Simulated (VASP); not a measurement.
# Rb (Im-3m) in VASP: a series of runs

Rb is run at these levels: LDA; tasks: single point.

Program: VASP 6.6.1. These are calculated values, not measurements. Logs are shortened: lines on timing, memory, paths and dates and some standing lists are left out, and cuts for length are marked.

### Step 1. The cell of the first run

Symmetry: Im-3m, No. 229, cubic system. Conventional cell: a = 5.148 Å, b = 5.148 Å, c = 5.148 Å, α = 90.00°, β = 90.00°, γ = 90.00°. Rb (site symmetry m-3m) has 14 Rb at 4.46 to 5.15 Å within 5.8 Å.

### Step 2. Single point, LDA (volume scaled by 0.88)

Contents of INCAR:

```
SYSTEM = Rb
PREC = Accurate
ENCUT = 520
EDIFF = 1E-7
ISMEAR = -1
SIGMA = 0.05
LREAL = .FALSE.
LASPH = .TRUE.
NELM = 60
ALGO = Normal
ISIF = 2
LWAVE = .FALSE.
LCHARG = .FALSE.
GGA = CA
NBANDS = 10
```

Contents of KPOINTS:

```
regular mesh
0
G
  11 11 11
  0 0 0
```

Contents of POSCAR:

```
Rb
1.0
   -2.5739217530      2.5739217530      2.5739217530
    2.5739217530     -2.5739217530      2.5739217530
    2.5739217530      2.5739217530     -2.5739217530
Rb
1
Direct
    0.0000000000      0.0000000000      0.0000000000
```

Potentials or basis: VASP PAW LDA potentials, release 64 (Rb_sv).

Run with:

```sh
cat potpaw_LDA.64/Rb_sv/POTCAR > POTCAR
mpirun -np 1 vasp_std > vasp.out
```

OUTCAR:

```text
SYSTEM = Rb
   PREC = Accurate
   ENCUT = 520
   EDIFF = 1E-7
   ISMEAR = -1
   LREAL = .FALSE.
   LASPH = .TRUE.
   NELM = 60
   ISIF = 2
   GGA = CA

 ion  position               nearest neighbor table
   1  0.000  0.000  0.000-

  LATTYP: Found a body centered cubic cell.
 ALAT       =     5.1478435060

  Lattice vectors:

 A1 = (  -2.5739217530,   2.5739217530,   2.5739217530)
 A2 = (   2.5739217530,  -2.5739217530,   2.5739217530)
 A3 = (   2.5739217530,   2.5739217530,  -2.5739217530)

Analysis of symmetry for initial positions (statically):
=====================================================================
 Subroutine PRICEL returns:
 Original cell was already a primitive cell.

 Routine SETGRP: Setting up the symmetry group for a
 body centered cubic supercell.

 Subroutine GETGRP returns: Found 48 space group operations
 (whereof 48 operations were pure point group operations)
 out of a pool of 48 trial point group operations.

The static configuration has the point symmetry O_h .

Analysis of symmetry for dynamics (positions and initial velocities):
=====================================================================
 Subroutine PRICEL returns:
 Original cell was already a primitive cell.

 Routine SETGRP: Setting up the symmetry group for a
 body centered cubic supercell.

 Subroutine GETGRP returns: Found 48 space group operations
 (whereof 48 operations were pure point group operations)
 out of a pool of 48 trial point group operations.

The dynamic configuration has the point symmetry O_h .

 Subroutine INISYM returns: Found 48 space group operations
 (whereof 48 operations are pure point group operations),
 and found     1 'primitive' translations

----------------------------------------------------------------------------------------

                                     Primitive cell

  volume of cell :      68.2097

  direct lattice vectors                    reciprocal lattice vectors
    -2.573921753  2.573921753  2.573921753     0.000000000  0.194256099  0.194256099
     2.573921753 -2.573921753  2.573921753     0.194256099  0.000000000  0.194256099
     2.573921753  2.573921753 -2.573921753     0.194256099  0.194256099  0.000000000

  length of vectors
     4.458163251  4.458163251  4.458163251     0.274719610  0.274719610  0.274719610

  position of ions in fractional coordinates (direct lattice)
     0.000000000  0.000000000  0.000000000

  ion indices of the primitive-cell ions
   primitive index   ion index
                 1           1

----------------------------------------------------------------------------------------

 KPOINTS: regular mesh

Automatic generation of k-mesh.
 Grid dimensions read from file:
 generate k-points for:   11   11   11

 Generating k-lattice:

  Cartesian coordinates                     Fractional coordinates (reciprocal lattice)
     0.000000000  0.017659645  0.017659645     0.090909091  0.000000000  0.000000000
     0.017659645  0.000000000  0.017659645     0.000000000  0.090909091  0.000000000
     0.017659645  0.017659645  0.000000000     0.000000000  0.000000000  0.090909091

  Length of vectors
     0.024974510  0.024974510  0.024974510

  Shift w.r.t. Gamma in fractional coordinates (k-lattice)
     0.000000000  0.000000000  0.000000000

 Subroutine IBZKPT returns following result:
 ===========================================

 Found     56 irreducible k-points:

 Following reciprocal coordinates:
            Coordinates               Weight
  0.000000  0.000000  0.000000      1.000000
  0.090909  0.000000  0.000000     12.000000
  0.181818  0.000000  0.000000     12.000000
  0.272727  0.000000  0.000000     12.000000
  0.363636  0.000000  0.000000     12.000000
  0.454545  0.000000  0.000000     12.000000
[... 16 lines left out ...]
  0.272727  0.181818  0.090909     48.000000
  0.363636  0.181818  0.090909     24.000000
 [... further k-points ...]
   k-points           NKPTS =     56   k-points in BZ     NKDIM =     56   number of bands    NBANDS=     10
   number of dos      NEDOS =    301   number of ions     NIONS =      1
   total plane-waves  NPLWV =  46656
   dimension x,y,z NGX =    36 NGY =   36 NGZ =   36
   dimension x,y,z NGXF=    72 NGYF=   72 NGZF=   72
   ions per type =               1
   NGX,Y,Z   is equivalent  to a cutoff of  13.42, 13.42, 13.42 a.u.
   NGXF,Y,Z  is equivalent  to a cutoff of  26.85, 26.85, 26.85 a.u.
 SYSTEM =  Rb
   PREC   = accura    normal or accurate (medium, high low for compatibility)
   ISTART =      0    job   : 0-new  1-cont  2-samecut
   ICHARG =      2    charge: 1-file 2-atom 10-const
   ISPIN  =      1    spin polarized calculation?
   LNONCOLLINEAR =      F non collinear calculations
   LSORBIT =      F    spin-orbit coupling
   LASPH  =      T    aspherical Exc in radial PAW
   ENCUT  =  520.0 eV  38.22 Ry    6.18 a.u.   8.29  8.29  8.29*2*pi/ulx,y,z
   NELM   =     60;   NELMIN=  2; NELMDL= -5     # of ELM steps
   EDIFF  = 0.1E-06   stopping-criterion for ELM
   LREAL  =      F    real-space projection
   EDIFFG = 0.1E-05   stopping-criterion for IOM
   NSW    =      0    number of steps for IOM
   IBRION =     -1    ionic relax: 0-MD 1-quasi-New 2-CG
   NFREE  =      0    steps in history (QN), initial steepest desc. (CG)
   ISIF   =      2    stress and relaxation
   ISYM   =      2    0-nonsym 1-usesym 2-fastsym
   POTIM  = 0.5000    time-step for ionic-motion
   TEBEG  =    0.0;   TEEND  =   0.0 temperature during run
   PSTRESS=    0.0 pullay stress
   NELECT =       9.0000    total number of electrons
   NUPDOWN=      -1.0000    fix difference up-down
   EMIN   =  10.00;   EMAX   =-10.00  energy-range for DOS
   EFERMI =   0.00;   METHOD = LEGACY
   ISMEAR =    -1;   SIGMA  =   0.05  broadening in eV -4-tet -1-fermi 0-gaus
   EFERMI_NEDOS =   21; number of points for ismear=-14 and -15
   IALGO  =     38    algorithm
   IMIX   =      4    mixing-type and parameters
     AMIX     =   0.40;   BMIX     =  1.00
     AMIX_MAG =   1.60;   BMIX_MAG =  1.00
  volume/ion in A,a.u.               =      68.21       460.30
  Fermi-wavevector in a.u.,A,eV,Ry     =   0.833439  1.574971  9.450880  0.694620
  Thomas-Fermi vector in A             =   1.946663
   LORBIT       =      0    0 simple, 1 ext, 2 COOP (PROOUT), +10 PAW based schemes
   GGA     = CA    functional components
   LHFCALC =     F    Hartree Fock is set to
   AEXX    =    0.0000 exact exchange contribution
   IVDW    =     0    specifies the selected vdW correction
   LEPSILON=     F    determine dielectric tensor
   LRPA    =     F    only Hartree local field effects (RPA)
 non-spin polarized calculation
  energy-cutoff  :      520.00
  volume of cell :       68.21
 maximum number of plane-waves:      1878
 NGX is ok and might be reduce to    36
   NGX = 17   NGY = 17   NGZ = 17

 number of electron       9.0000000 magnetization

 Free energy of the ion-electron system (eV)
  ---------------------------------------------------
  ext. energy  EPLUGINS =         0.00000000
  ---------------------------------------------------
  free energy    TOTEN  =        -1.05013445 eV

  energy without entropy =       -1.04391008  energy(sigma->0) =       -1.04702227

 E-fermi :   0.5280     XC(G=0):  -6.4658

 val. band max:        0.5059249491   @ k =  -0.3636   0.4545   0.0909
 cond. band min:       0.6080252795   @ k =  -0.4545   0.4545   0.0909
 fundamental gap:      0.1021003303
 Fermi energy:         0.5279515241

 k-point     1 :       0.0000    0.0000    0.0000
  band No.  band energies     occupation
      1     -28.1688      2.00000
      2     -12.2163      2.00000
      3     -12.2163      2.00000
      4     -12.2163      2.00000
      5      -1.8774      2.00000
      6       4.3326      0.00000
      7       4.3326      0.00000
      8       4.3326      0.00000
      9       5.5470      0.00000
     10       5.5470      0.00000

 k-point     2 :       0.0909    0.0000    0.0000
  band No.  band energies     occupation
      1     -28.1674      2.00000
      2     -12.2379      2.00000
      3     -12.2229      2.00000
      4     -12.2165      2.00000
      5      -1.7474      2.00000
      6       4.1743      0.00000
      7       4.1795      0.00000
      8       4.4604      0.00000
      9       5.3083      0.00000
     10       5.5099      0.00000

 k-point     3 :       0.1818    0.0000    0.0000
  band No.  band energies     occupation
      1     -28.1638      2.00000
      2     -12.2948      2.00000
      3     -12.2405      2.00000
      4     -12.2168      2.00000
      5      -1.3738      2.00000
      6       3.6156      0.00000
      7       3.8261      0.00000
      8       4.8387      0.00000
      9       5.2282      0.00000
     10       5.4671      0.00000

 k-point     4 :       0.2727    0.0000    0.0000
  band No.  band energies     occupation
      1     -28.1592      2.00000
      2     -12.3671      2.00000
      3     -12.2633      2.00000
      4     -12.2173      2.00000
      5      -0.8047      2.00000
      6       2.9059      0.00000
      7       3.4694      0.00000
      8       5.3767      0.00000
      9       5.4522      0.00000
     10       5.5238      0.00000
[... 222 lines left out ...]
 k-point    22 :       0.1818    0.1818    0.0909
  band No.  band energies     occupation
      1     -28.1546      2.00000
      2     -12.4149      2.00000
      3     -12.2801      2.00000
      4     -12.2494      2.00000
      5       0.0320      1.99990
      6       2.4747      0.00000
      7       2.6988      0.00000
      8       5.7035      0.00000
      9       5.7365      0.00000
     10       6.1012      0.00000

 k-point    23 :       0.2727    0.1818    0.0909
  band No.  band energies     occupation
      1     -28.1521      2.00000
      2     -12.4267      2.00000
      3     -12.3139      2.00000
      4     -12.2555      2.00000
      5       0.7275      0.03628
      6       2.0541      0.00000
      7       2.4937      0.00000
      8       5.2409      0.00000
      9       5.9669      0.00000
     10       6.3220      0.00000

 k-point    24 :       0.3636    0.1818    0.0909
  band No.  band energies     occupation
      1     -28.1512      2.00000
      2     -12.4271      2.00000
      3     -12.3310      2.00000
      4     -12.2572      2.00000
      5       1.2264      0.00000
      6       1.6906      0.00000
      7       2.4278      0.00000
      8       4.9687      0.00000
      9       6.1645      0.00000
     10       6.3089      0.00000

 [... further k-points ...]
[... 5 lines left out ...]
  --------------------------------------------------------------------------------------
  -------------------------------------------------------------------------------------
  Total        0.2444792      0.2444792      0.2444792     -0.0000000     -0.0000000      0.0000000
  in kB        5.7425724      5.7425724      5.7425724     -0.0000000     -0.0000000      0.0000000
  external PRESSURE =       5.7425724 kB  Pullay stress =       0.0000000 kB

 VOLUME and BASIS-vectors are now :
 -----------------------------------------------------------------------------
  energy-cutoff  :      520.00
  volume of cell :       68.21
      direct lattice vectors                 reciprocal lattice vectors
    -2.573921753  2.573921753  2.573921753     0.000000000  0.194256099  0.194256099
     2.573921753 -2.573921753  2.573921753     0.194256099  0.000000000  0.194256099
     2.573921753  2.573921753 -2.573921753     0.194256099  0.194256099  0.000000000

 POSITION                                       TOTAL-FORCE (eV/Angst)
 -----------------------------------------------------------------------------------
      0.00000      0.00000      0.00000         0.000000     -0.000000      0.000000
 -----------------------------------------------------------------------------------
    total drift:                               -0.000000      0.000000      0.000000

  FREE ENERGIE OF THE ION-ELECTRON SYSTEM (eV)
  ---------------------------------------------------
  free  energy   TOTEN  =        -1.0501344527 eV

  energy  without entropy=       -1.0439100792  energy(sigma->0) =       -1.04702227
```

Run time: 16 s. Hardware: 1 thread of Intel Xeon Platinum 8488C (Sapphire Rapids), shared host; peak memory 0.18 GiB.

What came out:

* Free energy: -1.0501 eV
* Pressure: 0.6 GPa

### Step 3. Single point, LDA (volume scaled by 0.88)

Contents of INCAR:

```
SYSTEM = Rb
PREC = Accurate
ENCUT = 520
EDIFF = 1E-6
ISMEAR = -1
SIGMA = 0.05
LREAL = .False.
LASPH = .True.
NELM = 60
ALGO = Normal
ISIF = 2
LWAVE = .False.
LCHARG = .False.
NBANDS = 10
```

Contents of KPOINTS:

```
Automatic mesh
0
Gamma
  11 11 11
  0 0 0
```

POSCAR is that of step 2.

Potentials or basis: VASP PAW LDA potentials, release 64 (Rb_sv).

Run with:

```sh
cat potpaw_LDA.64/Rb_sv/POTCAR > POTCAR
mpirun -np 1 vasp_std > vasp.out
```

It took 16 s on 1 thread of Intel Xeon Platinum 8488C (Sapphire Rapids), shared host; peak memory 0.18 GiB.

The run converged. Its results:

```yaml
Free_energy: -1.0501 eV
Pressure: 0.6 GPa
```

Levels at points of the mesh, in eV from the Fermi level:
```tsv
k point	band 3	band 4	band 5	band 6	band 7	band 8
(0.00, 0.00, 0.00)	-12.74	-12.74	-2.41	3.80	3.80	3.80
```
